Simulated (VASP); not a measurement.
A run of VASP 6.6.1 is set up as follows.

Contents of INCAR:

```
SYSTEM = HfN
PREC     = Accurate       ! precision mode
ENCUT    = 520            ! plane-wave cutoff, eV
EDIFF    = 1E-7           ! SCF threshold, eV
ISMEAR   = -1             ! smearing method
SIGMA    = 0.05           ! smearing width, eV
LREAL    = .False.        ! projectors in reciprocal space
LASPH    = .True.         ! aspherical terms in the spheres
NELM     = 80             ! most SCF steps
ALGO     = Normal         ! electronic algorithm
ISIF     = 2              ! what is computed and relaxed
LWAVE    = .False.        ! write WAVECAR
LCHARG   = .True.         ! write CHGCAR
GGA      = PS             ! functional
LELF     = .True.         ! ELF
LVHAR    = .True.       
NBANDS   = 23             ! bands
```

File KPOINTS:

```
regular mesh
0
Gamma
  10 10 5
  0 0 0
```

The input POSCAR:

```
HfN
1.0
    3.0337405079      0.0000000000      0.0000000000
   -1.5168702540      2.6272963483      0.0000000000
    0.0000000000      0.0000000000      5.2381031910
Hf N
2 2
Direct
    0.3333333333      0.6666666667      0.2500000000
    0.6666666667      0.3333333333      0.7500000000
    0.0000000000      0.0000000000      0.5000000000
    0.0000000000      0.0000000000      0.0000000000
```

Potentials or basis: VASP PAW PBE potentials, release 64 (Hf_pv, N).

Command:

```sh
$ cat potpaw_PBE.64/Hf_pv/POTCAR potpaw_PBE.64/N/POTCAR > POTCAR
$ mpirun -np 1 vasp_std > vasp.out
```

Task: Predict the pressure.

Result: 27.9 GPa.

Task: What does it give for the band gap on the k mesh?

Result: Zero (bands 15 and 16 overlap by 2.01 eV).

Stress tensor (GPa, compression positive):
```
27.88  0.00  0.00
 0.00 27.88  0.00
 0.00  0.00 28.05
```

Caveat: the cell stands under pressure; the PAW data sets were made with another functional, which shifts forces and pressure a little; spin-orbit coupling is left out, which moves the levels of the heavy elements.
